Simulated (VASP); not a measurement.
# Zr3P2 (P4/mbm) in VASP: a series of runs

Zr3P2 is run at these levels: PBE; tasks: single point, relaxation of cell and atoms.

All numbers are computed with VASP 6.6.1; they aren't measurements. Logs are shortened: lines on timing, memory, paths and dates and some standing lists are left out, and cuts for length are marked.

### 1 The cell of the first run

The structure is tetragonal, space group P4/mbm (No. 127). The conventional cell has a = 7.019 Å, b = 7.019 Å, c = 3.633 Å, α = 90.00°, β = 90.00°, γ = 90.00°. Zr (site symmetry 4/m) has 4 P at 2.71 Å and 10 Zr at 3.20 to 3.63 Å within 3.7 Å. Within 3.8 Å of Zr (site symmetry m2m) lie 6 P at 2.69 to 2.79 Å and 11 Zr at 3.20 to 3.72 Å. P (site symmetry m2m) has 8 Zr at 2.69 to 2.79 Å and 7 P at 2.76 to 3.84 Å within 3.9 Å.

### 2 Single point, PBE

INCAR

```
SYSTEM = Zr3P2
PREC = Accurate
ENCUT = 520
EDIFF = 1E-7
ISMEAR = 0
SIGMA = 0.2
LREAL = .FALSE.
LASPH = .TRUE.
NELM = 100
ALGO = Normal
ISIF = 2
LWAVE = .FALSE.
LCHARG = .TRUE.
GGA = PE
LELF = .TRUE.
LVHAR = .TRUE.
NBANDS = 57
```

KPOINTS

```
Automatic mesh
0
G
  6 4 4
  0 0 0
```

POSCAR

```
Zr3P2
1.0
    0.0000000000      0.0000000000      3.6330132759
    7.0187739884      0.0000000000      0.0000000000
    0.0000000000      7.0187739884      0.0000000000
Zr P
6 4
Direct
    0.0000000000      0.0000000000      0.0000000000
    1.0000000000      0.5000000000      0.5000000000
    0.5000000000      0.1615897917      0.6615897917
    0.5000000000      0.3384102083      0.1615897917
    0.5000000000      0.8384102083      0.3384102083
    0.5000000000      0.6615897917      0.8384102083
    1.0000000000      0.6390360009      0.1390360009
    0.0000000000      0.8609639991      0.6390360009
    0.0000000000      0.3609639991      0.8609639991
    0.0000000000      0.1390360009      0.3609639991
```

Potentials or basis: VASP PAW PBE potentials, release 64 (Zr_sv, P).

Run with:

```sh
$ cat potpaw_PBE.64/Zr_sv/POTCAR potpaw_PBE.64/P/POTCAR > POTCAR
$ mpirun -np 1 vasp_std > vasp.out
```

OUTCAR:

```text
SYSTEM = Zr3P2
   PREC = Accurate
   ENCUT = 520
   EDIFF = 1E-7
   ISMEAR = 0
   LREAL = .FALSE.
   LASPH = .TRUE.
   NELM = 100
   ISIF = 2
   GGA = PE

 ion  position               nearest neighbor table
   1  0.000  0.000  0.000-   7 2.71   8 2.71   9 2.71  10 2.71   3 3.20   4 3.20   5 3.20   6 3.20
                             3 3.20   4 3.20   5 3.20   6 3.20
   2  0.000  0.500  0.500-   7 2.71   8 2.71   9 2.71  10 2.71   3 3.20   4 3.20   5 3.20   6 3.20
                             3 3.20   4 3.20   5 3.20   6 3.20
   3  0.500  0.162  0.662-   9 2.69   9 2.69  10 2.79   8 2.79   8 2.79  10 2.79   2 3.20   2 3.20
                             1 3.20   1 3.20   5 3.21   4 3.72   4 3.72   6 3.72   6 3.72
   4  0.500  0.338  0.162-  10 2.69  10 2.69   7 2.79   7 2.79   9 2.79   9 2.79   2 3.20   2 3.20
                             1 3.20   1 3.20   6 3.21   5 3.72   3 3.72   5 3.72   3 3.72
   5  0.500  0.838  0.338-   7 2.69   7 2.69  10 2.79   8 2.79   8 2.79  10 2.79   2 3.20   2 3.20
                             1 3.20   1 3.20   3 3.21   4 3.72   6 3.72   4 3.72   6 3.72
   6  0.500  0.662  0.838-   8 2.69   8 2.69   9 2.79   7 2.79   7 2.79   9 2.79   2 3.20   2 3.20
                             1 3.20   1 3.20   4 3.21   3 3.72   5 3.72   3 3.72   5 3.72
   7  0.000  0.639  0.139-   5 2.69   5 2.69   1 2.71   2 2.71   9 2.76   4 2.79   4 2.79   6 2.79
                             6 2.79
   8  0.000  0.861  0.639-   6 2.69   6 2.69   1 2.71   2 2.71  10 2.76   5 2.79   3 2.79   5 2.79
                             3 2.79
   9  0.000  0.361  0.861-   3 2.69   3 2.69   1 2.71   2 2.71   7 2.76   4 2.79   6 2.79   4 2.79
                             6 2.79
  10  0.000  0.139  0.361-   4 2.69   4 2.69   1 2.71   2 2.71   8 2.76   3 2.79   3 2.79   5 2.79
                             5 2.79

  LATTYP: Found a simple tetragonal cell.
 ALAT       =     7.0187739884
 C/A-ratio  =     0.5176136576

  Lattice vectors:

 A1 = (   7.0187739884,   0.0000000000,   0.0000000000)
 A2 = (   0.0000000000,   7.0187739884,   0.0000000000)
 A3 = (   0.0000000000,   0.0000000000,   3.6330132759)

Analysis of symmetry for initial positions (statically):
=====================================================================
 Subroutine PRICEL returns:
 Original cell was already a primitive cell.

 Routine SETGRP: Setting up the symmetry group for a
 simple tetragonal supercell.

 Subroutine GETGRP returns: Found 16 space group operations
 (whereof  8 operations were pure point group operations)
 out of a pool of 16 trial point group operations.

The static configuration has the point symmetry C_4h.
 The point group associated with its full space group is D_4h.

Analysis of symmetry for dynamics (positions and initial velocities):
=====================================================================
 Subroutine PRICEL returns:
 Original cell was already a primitive cell.

 Routine SETGRP: Setting up the symmetry group for a
 simple tetragonal supercell.

 Subroutine GETGRP returns: Found 16 space group operations
 (whereof  8 operations were pure point group operations)
 out of a pool of 16 trial point group operations.

The dynamic configuration has the point symmetry C_4h.
 The point group associated with its full space group is D_4h.

 Subroutine INISYM returns: Found 16 space group operations
 (whereof  8 operations are pure point group operations),
 and found     1 'primitive' translations

----------------------------------------------------------------------------------------

                                     Primitive cell

  volume of cell :     178.9738

  direct lattice vectors                    reciprocal lattice vectors
     0.000000000  0.000000000  3.633013276     0.000000000  0.000000000  0.275253605
     7.018773988  0.000000000  0.000000000     0.142475025  0.000000000  0.000000000
     0.000000000  7.018773988  0.000000000     0.000000000  0.142475025  0.000000000

  length of vectors
     3.633013276  7.018773988  7.018773988     0.275253605  0.142475025  0.142475025

  position of ions in fractional coordinates (direct lattice)
     0.000000000  0.000000000  0.000000000
     0.000000000  0.500000000  0.500000000
     0.500000000  0.161589792  0.661589792
     0.500000000  0.338410208  0.161589792
     0.500000000  0.838410208  0.338410208
     0.500000000  0.661589792  0.838410208
     0.000000000  0.639036001  0.139036001
     0.000000000  0.860963999  0.639036001
     0.000000000  0.360963999  0.860963999
     0.000000000  0.139036001  0.360963999

  ion indices of the primitive-cell ions
   primitive index   ion index
                 1           1
                 2           2
                 3           3
                 4           4
                 5           5
                 6           6
                 7           7
                 8           8
                 9           9
                10          10

[... 47 lines left out ...]
   ISTART =      0    job   : 0-new  1-cont  2-samecut
   ICHARG =      2    charge: 1-file 2-atom 10-const
   ISPIN  =      1    spin polarized calculation?
   LNONCOLLINEAR =      F non collinear calculations
   LSORBIT =      F    spin-orbit coupling
   LASPH  =      T    aspherical Exc in radial PAW
   ENCUT  =  520.0 eV  38.22 Ry    6.18 a.u.   6.75 13.05 13.05*2*pi/ulx,y,z
   NELM   =    100;   NELMIN=  2; NELMDL= -5     # of ELM steps
   EDIFF  = 0.1E-06   stopping-criterion for ELM
   LREAL  =      F    real-space projection
   EDIFFG = 0.1E-05   stopping-criterion for IOM
   NSW    =      0    number of steps for IOM
   IBRION =     -1    ionic relax: 0-MD 1-quasi-New 2-CG
   NFREE  =      0    steps in history (QN), initial steepest desc. (CG)
   ISIF   =      2    stress and relaxation
   ISYM   =      2    0-nonsym 1-usesym 2-fastsym
   POTIM  = 0.5000    time-step for ionic-motion
   TEBEG  =    0.0;   TEEND  =   0.0 temperature during run
   PSTRESS=    0.0 pullay stress
   NELECT =      92.0000    total number of electrons
   NUPDOWN=      -1.0000    fix difference up-down
   EMIN   =  10.00;   EMAX   =-10.00  energy-range for DOS
   EFERMI =   0.00;   METHOD = LEGACY
   ISMEAR =     0;   SIGMA  =   0.20  broadening in eV -4-tet -1-fermi 0-gaus
   EFERMI_NEDOS =   21; number of points for ismear=-14 and -15
   IALGO  =     38    algorithm
   IMIX   =      4    mixing-type and parameters
     AMIX     =   0.40;   BMIX     =  1.00
     AMIX_MAG =   1.60;   BMIX_MAG =  1.00
  volume/ion in A,a.u.               =      17.90       120.78
  Fermi-wavevector in a.u.,A,eV,Ry     =   1.311417  2.478220 23.399512  1.719816
  Thomas-Fermi vector in A             =   2.441880
   LORBIT       =      0    0 simple, 1 ext, 2 COOP (PROOUT), +10 PAW based schemes
   GGA     = PE    functional components
   LHFCALC =     F    Hartree Fock is set to
   AEXX    =    0.0000 exact exchange contribution
   IVDW    =     0    specifies the selected vdW correction
   LEPSILON=     F    determine dielectric tensor
   LRPA    =     F    only Hartree local field effects (RPA)
 non-spin polarized calculation
 Gauss-broadening in eV      SIGMA  =   0.20
  energy-cutoff  :      520.00
  volume of cell :      178.97
 maximum number of plane-waves:      4852
 NGX is ok and might be reduce to    28
   NGX = 13   NGY = 27   NGZ = 27

 number of electron      92.0000009 magnetization

 Free energy of the ion-electron system (eV)
  ---------------------------------------------------
  ext. energy  EPLUGINS =         0.00000000
  ---------------------------------------------------
  free energy    TOTEN  =       -85.09466494 eV

  energy without entropy =      -85.00609872  energy(sigma->0) =      -85.05038183

 E-fermi :  10.5480     XC(G=0): -11.6253

 val. band max:       10.5477155934   @ k =   0.0000   0.0000   0.0000
 cond. band min:      10.5684074946   @ k =   0.0000   0.5000   0.5000
 fundamental gap:      0.0206919012
 Fermi energy:        10.5480319708

 k-point     1 :       0.0000    0.0000    0.0000
  band No.  band energies     occupation
      1     -38.4297      2.00000
      2     -38.3975      2.00000
      3     -38.3808      2.00000
      4     -38.3808      2.00000
      5     -38.1347      2.00000
      6     -38.1178      2.00000
[... 1429 lines left out ...]
     56      13.4789      0.00000
     57      13.6323      0.00000

------------------------ aborting loop because EDIFF is reached ----------------------------------------

  FORCE on cell =-STRESS in cart. coord.  units (eV):
  Direction    XX          YY          ZZ          XY          YZ          ZX
  --------------------------------------------------------------------------------------
  -------------------------------------------------------------------------------------
  Total        0.0316375      0.0316375      0.1177269      0.0000000      0.0000000      0.0000000
  in kB        0.2832198      0.2832198      1.0538936      0.0000000      0.0000000      0.0000000
  external PRESSURE =       0.5401111 kB  Pullay stress =       0.0000000 kB

 VOLUME and BASIS-vectors are now :
 -----------------------------------------------------------------------------
  energy-cutoff  :      520.00
  volume of cell :      178.97
      direct lattice vectors                 reciprocal lattice vectors
     0.000000000  0.000000000  3.633013276     0.000000000  0.000000000  0.275253605
     7.018773988  0.000000000  0.000000000     0.142475025  0.000000000  0.000000000
     0.000000000  7.018773988  0.000000000     0.000000000  0.142475025  0.000000000

 POSITION                                       TOTAL-FORCE (eV/Angst)
 -----------------------------------------------------------------------------------
      0.00000      0.00000      0.00000         0.000000      0.000000     -0.000000
      3.50939      3.50939      0.00000         0.000000      0.000000     -0.000000
      1.13416      4.64355      1.81651        -0.023965     -0.023965      0.000000
      2.37522      1.13416      1.81651         0.023965     -0.023965     -0.000000
      5.88461      2.37522      1.81651         0.023965      0.023965     -0.000000
      4.64355      5.88461      1.81651        -0.023965      0.023965     -0.000000
      4.48525      0.97586      0.00000         0.000984      0.000984      0.000000
      6.04291      4.48525      0.00000        -0.000984      0.000984     -0.000000
      2.53352      6.04291      0.00000        -0.000984     -0.000984     -0.000000
      0.97586      2.53352      0.00000         0.000984     -0.000984     -0.000000
 -----------------------------------------------------------------------------------
    total drift:                                0.000000      0.000000      0.000000

  FREE ENERGIE OF THE ION-ELECTRON SYSTEM (eV)
  ---------------------------------------------------
  free  energy   TOTEN  =       -85.0946649364 eV

  energy  without entropy=      -85.0060987152  energy(sigma->0) =      -85.05038183
```

It took 2.8 min on 1 thread of AMD EPYC 9R45 (Zen 5), shared host; peak memory 0.34 GiB.

Results:

| Quantity | Value |
| --- | --- |
| Free energy | -85.0947 eV |
| Pressure | 0.1 GPa |
| Largest force | 0.034 eV/Å |
| Band gap on the k mesh | zero (bands 46 and 47 overlap by 0.36 eV) |

Forces in eV/Å, atoms in the order of the input:
```
Zr   0.000  0.000  0.000
Zr   0.000  0.000  0.000
Zr  -0.024 -0.024  0.000
Zr   0.024 -0.024  0.000
Zr   0.024  0.024  0.000
Zr  -0.024  0.024  0.000
P    0.001  0.001  0.000
P   -0.001  0.001  0.000
P   -0.001 -0.001  0.000
P    0.001 -0.001  0.000
```

Levels at points of the mesh, in eV from the Fermi level:
| k point | band 43 | band 44 | band 45 | band 46 | band 47 | band 48 | band 49 | band 50 |
| --- | --- | --- | --- | --- | --- | --- | --- | --- |
| (0.00, 0.00, 0.00) | -1.33 | -1.26 | 0.00 | 0.28 | 0.44 | 0.57 | 0.57 | 1.09 |
| (0.50, 0.00, 0.00) | -1.25 | -0.72 | -0.64 | -0.07 | -0.03 | -0.03 | 0.23 | 0.30 |
| (0.00, 0.50, 0.00) | -0.27 | -0.27 | -0.24 | -0.24 | -0.08 | -0.08 | 0.80 | 0.80 |
| (0.50, 0.50, 0.00) | -1.03 | -1.03 | -0.34 | -0.34 | 0.61 | 0.61 | 1.75 | 1.75 |
| (0.00, 0.50, 0.50) | -1.60 | -1.60 | -0.53 | -0.53 | 0.02 | 0.02 | 1.27 | 1.27 |
| (0.50, 0.50, 0.50) | -1.19 | -1.19 | -1.03 | -1.03 | 0.62 | 0.62 | 2.06 | 2.06 |

### 3 Single point, PBE

INCAR

```
SYSTEM = Zr3P2
PREC = Accurate
ENCUT = 520
EDIFF = 1E-7
ISMEAR = 0
SIGMA = 0.1
LREAL = .FALSE.
LASPH = .TRUE.
NELM = 80
ALGO = Normal
ISIF = 2
LWAVE = .FALSE.
LCHARG = .FALSE.
GGA = PE
NBANDS = 57
```

KPOINTS

```
regular mesh
0
G
  4 4 6
  0 0 0
```

POSCAR

```
Zr3P2
1.0
    7.0180055167      0.0000000000      0.0000000000
    0.0000000000      7.0180055167      0.0000000000
    0.0000000000      0.0000000000      3.6362840325
Zr P
6 4
Direct
    0.0000000000      0.0000000000      0.0000000000
    0.5000000000      0.5000000000      0.0000000000
    0.1613260020      0.6613260020      0.5000000000
    0.3386739980      0.1613260020      0.5000000000
    0.8386739980      0.3386739980      0.5000000000
    0.6613260020      0.8386739980      0.5000000000
    0.6391580664      0.1391580664      0.0000000000
    0.8608419336      0.6391580664      0.0000000000
    0.3608419336      0.8608419336      0.0000000000
    0.1391580664      0.3608419336      0.0000000000
```

Potentials or basis: VASP PAW PBE potentials, release 64 (Zr_sv, P).

Run with:

```sh
$ cat potpaw_PBE.64/Zr_sv/POTCAR potpaw_PBE.64/P/POTCAR > POTCAR
$ mpirun -np 1 vasp_std > vasp.out
```

Wall time 2.8 min (1 thread of AMD EPYC 9R45 (Zen 5), shared host); peak memory 0.34 GiB.

Results (log left out):

| Item | Value |
| --- | --- |
| Free energy | -85.0623 eV |
| Pressure | 0.0 GPa |
| Band gap on the k mesh | zero (bands 46 and 47 overlap by 0.35 eV) |

Levels at points of the mesh, in eV from the Fermi level:
| k point | band 42 | band 43 | band 44 | band 45 | band 46 | band 47 | band 48 | band 49 | band 50 | band 51 |
| --- | --- | --- | --- | --- | --- | --- | --- | --- | --- | --- |
| (0.00, 0.00, 0.00) | -1.77 | -1.33 | -1.26 | -0.01 | 0.26 | 0.43 | 0.56 | 0.56 | 1.09 | 1.09 |
| (0.50, 0.00, 0.00) | -2.23 | -0.28 | -0.28 | -0.25 | -0.25 | -0.09 | -0.09 | 0.79 | 0.79 | 0.89 |
| (0.50, 0.50, 0.00) | -1.69 | -1.61 | -1.61 | -0.53 | -0.53 | 0.01 | 0.01 | 1.26 | 1.26 | 1.27 |
| (0.00, 0.00, 0.50) | -1.83 | -1.25 | -0.72 | -0.64 | -0.08 | -0.04 | -0.04 | 0.22 | 0.31 | 2.00 |
| (0.50, 0.00, 0.50) | -1.81 | -1.03 | -1.03 | -0.34 | -0.34 | 0.61 | 0.61 | 1.75 | 1.75 | 1.78 |
| (0.50, 0.50, 0.50) | -1.25 | -1.19 | -1.19 | -1.02 | -1.02 | 0.63 | 0.63 | 2.06 | 2.06 | 2.55 |

### 4 Relaxation of cell and atoms, PBE

This run uses another cell than the first one, of 20.66 Å³/atom.

INCAR

```
ALGO = Normal
EDIFF = 1E-6
EDIFFG = -0.04
ENCUT = 600
GGA = PE
IBRION = 2
ISIF = 3
ISMEAR = 0
LASPH = True
LCHARG = False
LREAL = False
LWAVE = False
NELM = 100
NSW = 90
PREC = Accurate
SIGMA = 0.1
```

KPOINTS

```
k-points
0
Gamma
  2 2 6
```

POSCAR

```
Zr3P2
1.0
    7.5253101100      0.0000000000      0.0000000000
    0.0000000000      7.5253101100      0.0000000000
    0.0000000000      0.0000000000      3.6482674100
Zr P
6 4
Direct
    0.0000000000      0.0000000000      0.0000000000
    0.5000000000      0.5000000000      0.0000000000
    0.1622599900      0.6622599900      0.5000000000
    0.3377400100      0.1622599900      0.5000000000
    0.8377400100      0.3377400100      0.5000000000
    0.6622599900      0.8377400100      0.5000000000
    0.6339899900      0.1339899900      0.0000000000
    0.8660100100      0.6339899900      0.0000000000
    0.3660100100      0.8660100100      0.0000000000
    0.1339899900      0.3660100100      0.0000000000
```

Run with:

```sh
$ cat potpaw_PBE.64/Zr_sv/POTCAR potpaw_PBE.64/P/POTCAR > POTCAR
$ mpirun -np 1 vasp_std > vasp.out
```

Wall time 17 min (1 thread of AMD EPYC 9R45 (Zen 5), shared host); peak memory 0.38 GiB.

Results (log left out):

```
Free energy                           : -85.0298 eV
Relaxed volume                        : 17.93 Å³/atom
Relaxed cell                          : a = 7.041 Å, b = 7.041 Å, c = 3.618 Å, α = 90.00°, β = 90.00°, γ = 90.00°
Space group after relaxing (to 0.1 Å) : P4/mbm (No. 127)
Energy gained by relaxing             : 177.5 meV/atom
Ionic steps                           : 14
Pressure after relaxing               : 0.0 GPa
Largest force after relaxing          : 0.009 eV/Å
Band gap on the k mesh                : zero (bands 46 and 47 overlap by 0.41 eV)
```

Forces on the atoms (eV/Å):
```
Zr   0.000  0.000  0.000
Zr   0.000  0.000  0.000
Zr  -0.007 -0.007  0.000
Zr   0.007 -0.007  0.000
Zr   0.007  0.007  0.000
Zr  -0.007  0.007  0.000
P   -0.001 -0.001  0.000
P    0.001 -0.001  0.000
P    0.001  0.001  0.000
P   -0.001  0.001  0.000
```

Stress tensor (GPa, compression positive):
```
 0.12  0.00  0.00
 0.00  0.12  0.00
 0.00  0.00 -0.11
```

The path:
```csv
step,energy change (eV),largest force (eV/Å),pressure (GPa),volume (Å³)
1,0.0000,0.5764,-15.49,206.60
2,0.6153,0.3434,32.15,152.36
3,-1.6468,0.3487,-0.12,178.99
4,-1.6489,0.3391,0.51,178.22
5,-1.6486,0.3321,0.96,177.68
6,-1.7473,0.2390,0.72,178.06
7,-1.7592,0.1594,0.71,178.32
8,-1.7644,0.1835,0.69,178.23
9,-1.7690,0.1045,-0.87,180.22
10,-1.7702,0.1280,-0.40,179.60
11,-1.7734,0.0615,0.00,179.21
12,-1.7734,0.0706,0.05,179.16
13,-1.7743,0.0466,0.04,179.23
14,-1.7749,0.0094,0.04,179.35
```

Final structure:
```
CELL_PARAMETERS angstrom
7.04052 0.00000 0.00000
0.00000 7.04052 0.00000
0.00000 0.00000 3.61812
ATOMIC_POSITIONS crystal
Zr 0.00000 0.00000 0.00000
Zr 0.50000 0.50000 0.00000
Zr 0.15886 0.65886 0.50000
Zr 0.34114 0.15886 0.50000
Zr 0.84114 0.34114 0.50000
Zr 0.65886 0.84114 0.50000
P 0.63986 0.13986 0.00000
P 0.86014 0.63986 0.00000
P 0.36014 0.86014 0.00000
P 0.13986 0.36014 0.00000
```

Levels at points of the mesh, in eV from the Fermi level:
```tsv
k point	band 44	band 45	band 46	band 47	band 48	band 49
(0.00, 0.00, 0.00)	-1.18	0.05	0.39	0.58	0.71	0.71
(0.50, 0.00, 0.00)	-0.28	-0.12	-0.12	-0.02	-0.02	0.91
(0.50, 0.50, 0.00)	-1.51	-0.38	-0.38	0.03	0.03	1.32
(0.00, 0.00, 0.50)	-0.60	-0.59	-0.04	-0.02	-0.02	0.26
(0.50, 0.00, 0.50)	-0.96	-0.26	-0.26	0.72	0.72	1.79
(0.50, 0.50, 0.50)	-1.11	-0.92	-0.92	0.73	0.73	2.16
```

Caveat: the k points lie up to 0.45 Å⁻¹ apart in the final cell.

### 5 Summary

```csv
task,cell,k mesh,cutoff (eV),smearing,gap on the mesh (eV),pressure (GPa),largest force (eV/Å)
single point,"a = 3.633, b = 7.019, c = 7.019 Å, 10 atoms, atomic positions A",6 × 4 × 4,520,gaussian 0.2 eV,none,0.1,0.03
single point,"a = 7.018, b = 7.018, c = 3.636 Å, 10 atoms, atomic positions B",4 × 4 × 6,520,gaussian 0.1 eV,none,0.0,-
relaxation of cell and atoms,"relaxed from a = 7.525, b = 7.525, c = 3.648 Å, 10 atoms, atomic positions C",2 × 2 × 6,600,gaussian 0.1 eV,none,0.0,0.01
```

Alike in all rows: level PBE; potentials or basis VASP PAW PBE potentials, release 64 (Zr_sv, P); no spin polarisation.

Caveats: some runs use coarse meshes.

Total energies depend on the potentials used, so only differences within one code and one set of settings carry meaning.

The gap in the log of VASP goes by the Fermi energy; the results here count the filled bands.